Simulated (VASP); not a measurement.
# LiH (F-43m) in VASP: a series of runs, part 3 of 3

VASP 6.6.1. The steps go on from the part before.

### 6 Single point, r2SCAN

The input, POSCAR:

```
LiH
1.0
    0.0000000000      2.1451220099      2.1451220099
    2.1451220099      0.0000000000      2.1451220099
    2.1451220099      2.1451220099      0.0000000000
Li H
1 1
Direct
    0.0000000000      0.0000000000      0.0000000000
    0.2500000000      0.2500000000      0.2500000000
```

The input, INCAR.step1:

```
PREC     = Accurate       # precision mode
ENCUT    = 830            # plane-wave cutoff, eV
ISMEAR   = 1              # smearing method
SIGMA    = 0.05           # smearing width, eV
LREAL    = False          # projectors in reciprocal space
LASPH    = True           # aspherical terms in the spheres
NELM     = 120            # most SCF steps
NBANDS   = 9              # bands
GGA      = PE             # functional
ALGO     = Normal         # electronic algorithm
EDIFF    = 1E-5           # SCF threshold, eV
LWAVE    = True           # write WAVECAR
LCHARG   = False          # write CHGCAR
GGA_COMPAT= False
```

The input, INCAR.step2:

```
PREC     = Accurate       # precision mode
ENCUT    = 830            # plane-wave cutoff, eV
EDIFF    = 1E-6           # SCF threshold, eV
ISMEAR   = 1              # smearing method
SIGMA    = 0.05           # smearing width, eV
LREAL    = False          # projectors in reciprocal space
LASPH    = True           # aspherical terms in the spheres
NELM     = 120            # most SCF steps
ALGO     = Normal         # electronic algorithm
ISIF     = 2              # what is computed and relaxed
LWAVE    = False          # write WAVECAR
LCHARG   = False          # write CHGCAR
METAGGA  = R2SCAN         # meta-GGA
LMIXTAU  = True         
NBANDS   = 9              # bands
ISTART   = 1            
GGA_COMPAT= False
```

The input, KPOINTS:

```
regular mesh
0
Gamma
  8 8 8
```

Potentials or basis: VASP PAW PBE potentials, release 64 (Li_sv, H).

Command:

```
> cat potpaw_PBE.64/Li_sv/POTCAR potpaw_PBE.64/H/POTCAR > POTCAR
> cp INCAR.step1 INCAR
> mpirun -np 1 vasp_std > vasp.out
> cp INCAR.step2 INCAR
> mpirun -np 1 vasp_std > vasp.out
```

OUTCAR:

```text
PREC = Accurate
   ENCUT = 830
   EDIFF = 1E-6
   ISMEAR = 1
   LREAL = False
   LASPH = True
   NELM = 120
   ISIF = 2
   METAGGA = R2SCAN
   ISTART = 1

 ion  position               nearest neighbor table
   1  0.000  0.000  0.000-
   2  0.250  0.250  0.250-

  LATTYP: Found a face centered cubic cell.
 ALAT       =     4.2902440198

  Lattice vectors:

 A1 = (   0.0000000000,   2.1451220099,   2.1451220099)
 A2 = (   2.1451220099,   0.0000000000,   2.1451220099)
 A3 = (   2.1451220099,   2.1451220099,   0.0000000000)

Analysis of symmetry for initial positions (statically):
=====================================================================
 Subroutine PRICEL returns:
 Original cell was already a primitive cell.

 Routine SETGRP: Setting up the symmetry group for a
 face centered cubic supercell.

 Subroutine GETGRP returns: Found 24 space group operations
 (whereof 24 operations were pure point group operations)
 out of a pool of 48 trial point group operations.

The static configuration has the point symmetry T_d .

Analysis of symmetry for dynamics (positions and initial velocities):
=====================================================================
 Subroutine PRICEL returns:
 Original cell was already a primitive cell.

 Routine SETGRP: Setting up the symmetry group for a
 face centered cubic supercell.

 Subroutine GETGRP returns: Found 24 space group operations
 (whereof 24 operations were pure point group operations)
 out of a pool of 48 trial point group operations.

The dynamic configuration has the point symmetry T_d .

 Subroutine INISYM returns: Found 24 space group operations
 (whereof 24 operations are pure point group operations),
 and found     1 'primitive' translations

----------------------------------------------------------------------------------------

                                     Primitive cell

  volume of cell :      19.7418

  direct lattice vectors                    reciprocal lattice vectors
     0.000000000  2.145122010  2.145122010    -0.233086975  0.233086975  0.233086975
     2.145122010  0.000000000  2.145122010     0.233086975 -0.233086975  0.233086975
     2.145122010  2.145122010  0.000000000     0.233086975  0.233086975 -0.233086975

  length of vectors
     3.033660639  3.033660639  3.033660639     0.403718483  0.403718483  0.403718483

  position of ions in fractional coordinates (direct lattice)
     0.000000000  0.000000000  0.000000000
     0.250000000  0.250000000  0.250000000

  ion indices of the primitive-cell ions
   primitive index   ion index
                 1           1
                 2           2

----------------------------------------------------------------------------------------

 KPOINTS: regular mesh

Automatic generation of k-mesh.
 Grid dimensions read from file:
 generate k-points for:    8    8    8

 Generating k-lattice:

  Cartesian coordinates                     Fractional coordinates (reciprocal lattice)
    -0.029135872  0.029135872  0.029135872     0.125000000  0.000000000  0.000000000
     0.029135872 -0.029135872  0.029135872     0.000000000  0.125000000  0.000000000
     0.029135872  0.029135872 -0.029135872     0.000000000  0.000000000  0.125000000

  Length of vectors
     0.050464810  0.050464810  0.050464810

  Shift w.r.t. Gamma in fractional coordinates (k-lattice)
     0.000000000  0.000000000  0.000000000

 Subroutine IBZKPT returns following result:
 ===========================================

 Found     29 irreducible k-points:

 Following reciprocal coordinates:
            Coordinates               Weight
  0.000000  0.000000  0.000000      1.000000
  0.125000  0.000000  0.000000      8.000000
  0.250000  0.000000  0.000000      8.000000
  0.375000  0.000000  0.000000      8.000000
  0.500000  0.000000  0.000000      4.000000
  0.125000  0.125000  0.000000      6.000000
[... 16 lines left out ...]
  0.500000  0.250000  0.125000     48.000000
 -0.375000  0.250000  0.125000     24.000000
 [... further k-points ...]
   k-points           NKPTS =     29   k-points in BZ     NKDIM =     29   number of bands    NBANDS=      9
   number of dos      NEDOS =    301   number of ions     NIONS =      2
   total plane-waves  NPLWV =  27000
   dimension x,y,z NGX =    30 NGY =   30 NGZ =   30
   dimension x,y,z NGXF=    60 NGYF=   60 NGZF=   60
   ions per type =               1   1
   NGX,Y,Z   is equivalent  to a cutoff of  16.44, 16.44, 16.44 a.u.
   NGXF,Y,Z  is equivalent  to a cutoff of  32.88, 32.88, 32.88 a.u.
 SYSTEM =  unknown system
   PREC   = accura    normal or accurate (medium, high low for compatibility)
   ISTART =      1    job   : 0-new  1-cont  2-samecut
   ICHARG =      0    charge: 1-file 2-atom 10-const
   ISPIN  =      1    spin polarized calculation?
   LNONCOLLINEAR =      F non collinear calculations
   LSORBIT =      F    spin-orbit coupling
   LASPH  =      T    aspherical Exc in radial PAW
   ENCUT  =  830.0 eV  61.00 Ry    7.81 a.u.   7.13  7.13  7.13*2*pi/ulx,y,z
   NELM   =    120;   NELMIN=  2; NELMDL=  0     # of ELM steps
   EDIFF  = 0.1E-05   stopping-criterion for ELM
   LREAL  =      F    real-space projection
   EDIFFG = 0.1E-04   stopping-criterion for IOM
   NSW    =      0    number of steps for IOM
   IBRION =     -1    ionic relax: 0-MD 1-quasi-New 2-CG
   NFREE  =      0    steps in history (QN), initial steepest desc. (CG)
   ISIF   =      2    stress and relaxation
   ISYM   =      2    0-nonsym 1-usesym 2-fastsym
   POTIM  = 0.5000    time-step for ionic-motion
   TEBEG  =    0.0;   TEEND  =   0.0 temperature during run
   PSTRESS=    0.0 pullay stress
   NELECT =       4.0000    total number of electrons
   NUPDOWN=      -1.0000    fix difference up-down
   EMIN   =  10.00;   EMAX   =-10.00  energy-range for DOS
   EFERMI =   0.00;   METHOD = LEGACY
   ISMEAR =     1;   SIGMA  =   0.05  broadening in eV -4-tet -1-fermi 0-gaus
   EFERMI_NEDOS =   21; number of points for ismear=-14 and -15
   IALGO  =     38    algorithm
   IMIX   =      4    mixing-type and parameters
     AMIX     =   0.40;   BMIX     =  1.00
     AMIX_MAG =   1.60;   BMIX_MAG =  1.00
  volume/ion in A,a.u.               =       9.87        66.61
  Fermi-wavevector in a.u.,A,eV,Ry     =   0.961537  1.817042 12.579322  0.924554
  Thomas-Fermi vector in A             =   2.090918
   LORBIT       =      0    0 simple, 1 ext, 2 COOP (PROOUT), +10 PAW based schemes
   METAGGA = R2SCAN    functional components
   LHFCALC =     F    Hartree Fock is set to
   AEXX    =    0.0000 exact exchange contribution
   IVDW    =     0    specifies the selected vdW correction
   LEPSILON=     F    determine dielectric tensor
   LRPA    =     F    only Hartree local field effects (RPA)
 non-spin polarized calculation
 Methfessel and Paxton  Order N= 1 SIGMA  =   0.05
  energy-cutoff  :      830.00
  volume of cell :       19.74
 maximum number of plane-waves:      1090
 NGX is ok and might be reduce to    30
   NGX = 15   NGY = 15   NGZ = 15

 number of electron       4.0000001 magnetization

 Free energy of the ion-electron system (eV)
  ---------------------------------------------------
  ext. energy  EPLUGINS =         0.00000000
  ---------------------------------------------------
  free energy    TOTEN  =        -6.71122449 eV

  energy without entropy =       -6.71122449  energy(sigma->0) =       -6.71122449

 E-fermi :  -1.6972     XC(G=0):  -7.9600

 val. band max:       -1.9507774117   @ k =  -0.2500   0.5000   0.2500
 cond. band min:       2.8339171829   @ k =   0.5000   0.0000   0.0000
 fundamental gap:      4.7846945946
 Fermi energy:        -1.6971971028

 k-point     1 :       0.0000    0.0000    0.0000
  band No.  band energies     occupation
      1     -46.6722      2.00000
      2      -5.6367      2.00000
      3      12.1651      0.00000
      4      16.9022      0.00000
      5      16.9022      0.00000
      6      16.9022      0.00000
      7      18.5698      0.00000
      8      18.5698      0.00000
      9      18.5698      0.00000

 k-point     2 :       0.1250    0.0000    0.0000
  band No.  band energies     occupation
      1     -46.6689      2.00000
      2      -5.3880      2.00000
      3      10.5200      0.00000
      4      15.1634      0.00000
      5      15.8510      0.00000
      6      15.8510      0.00000
      7      20.0025      0.00000
      8      20.0025      0.00000
      9      22.6379      0.00000
[... 253 lines left out ...]
 k-point    24 :      -0.3750    0.2500    0.1250
  band No.  band energies     occupation
      1     -46.6460      2.00000
      2      -2.5273      2.00000
      3       3.3652      0.00000
      4       9.5013      0.00000
      5      11.4948      0.00000
      6      15.9529      0.00000
      7      19.3839      0.00000
      8      22.9004      0.00000
      9      25.2473      0.00000

 [... further k-points ...]
[... 5 lines left out ...]
  --------------------------------------------------------------------------------------
  -------------------------------------------------------------------------------------
  Total       -0.0131746     -0.0131746     -0.0131746     -0.0000000      0.0000000      0.0000000
  in kB       -1.0692114     -1.0692114     -1.0692114     -0.0000000      0.0000000      0.0000000
  external PRESSURE =      -1.0692114 kB  Pullay stress =       0.0000000 kB

 VOLUME and BASIS-vectors are now :
 -----------------------------------------------------------------------------
  energy-cutoff  :      830.00
  volume of cell :       19.74
      direct lattice vectors                 reciprocal lattice vectors
     0.000000000  2.145122010  2.145122010    -0.233086975  0.233086975  0.233086975
     2.145122010  0.000000000  2.145122010     0.233086975 -0.233086975  0.233086975
     2.145122010  2.145122010  0.000000000     0.233086975  0.233086975 -0.233086975

 POSITION                                       TOTAL-FORCE (eV/Angst)
 -----------------------------------------------------------------------------------
      0.00000      0.00000      0.00000         0.000000      0.000000      0.000000
      1.07256      1.07256      1.07256        -0.000000     -0.000000     -0.000000
 -----------------------------------------------------------------------------------
    total drift:                                0.000000      0.000000      0.000000

  FREE ENERGIE OF THE ION-ELECTRON SYSTEM (eV)
  ---------------------------------------------------
  free  energy   TOTEN  =        -6.7112244890 eV

  energy  without entropy=       -6.7112244890  energy(sigma->0) =       -6.71122449
```

It took 2.1 min on 1 thread of Intel Xeon 8259CL, shared host; peak memory 0.17 GiB.

What came out:

```
Free energy            : -6.7112 eV
Pressure               : -0.1 GPa
Band gap on the k mesh : 4.78 eV, indirect (least direct gap 5.85 eV)
```

Levels at points of the mesh, in eV from the valence-band top:
| k point | band 1 | band 2 | band 3 | band 4 | band 5 | band 6 | band 7 |
| --- | --- | --- | --- | --- | --- | --- | --- |
| (0.00, 0.00, 0.00) | -44.72 | -3.69 | 14.12 | 18.85 | 18.85 | 18.85 | 20.52 |
| (0.50, 0.00, 0.00) | -44.70 | -1.06 | 4.78 | 16.22 | 16.22 | 17.33 | 19.89 |
| (0.50, 0.50, 0.00) | -44.69 | -0.33 | 7.84 | 10.76 | 11.53 | 11.53 | 19.96 |

Caveat: the PAW data sets were made with another functional, which shifts forces and pressure a little. r2SCAN opens gaps a little over a GGA but as a rule still falls short of measured ones.

### 7 The runs side by side

```tsv
level	potentials or basis	k mesh	cutoff (eV)	smearing	grid for exact exchange (PRECFOCK)	share of exact exchange	screening parameter	gap on the mesh (eV)	pressure (GPa)
PBE-based screened hybrid	VASP PAW PBE potentials, release 64 (Li_sv, H)	4 × 4 × 4	520	gaussian 0.01 eV	Normal	0.1	0.3 1/Å	4.53	-
LDA	VASP PAW LDA potentials, release 64 (Li_sv, H)	4 × 4 × 4	750	gaussian 0.01 eV	-	-	-	3.93	-2.3
r2SCAN	VASP PAW PBE potentials, release 64 (Li_sv, H)	3 × 3 × 3	830	gaussian 0.01 eV	-	-	-	6.01	0.2
r2SCAN	VASP PAW PBE potentials, release 64 (Li_sv, H)	8 × 8 × 8	830	gaussian 0.01 eV	-	-	-	4.78	-0.1
r2SCAN	VASP PAW PBE potentials, release 64 (Li_sv, H)	8 × 8 × 8	830	methfessel-paxton 0.05 eV	-	-	-	4.78	-0.1
```

Alike in all rows: task single point; no spin polarisation; cell as given.

Caveats: some runs use coarse meshes; the PAW data sets were made with another functional, which shifts forces and pressure a little (some runs); the cutoff is under 1.25 times the usual one of these potentials, so pressure, stress and relaxed cells hold a basis-set (Pulay) error (some runs).

Absolute energies hang on the potentials; compare differences alone.
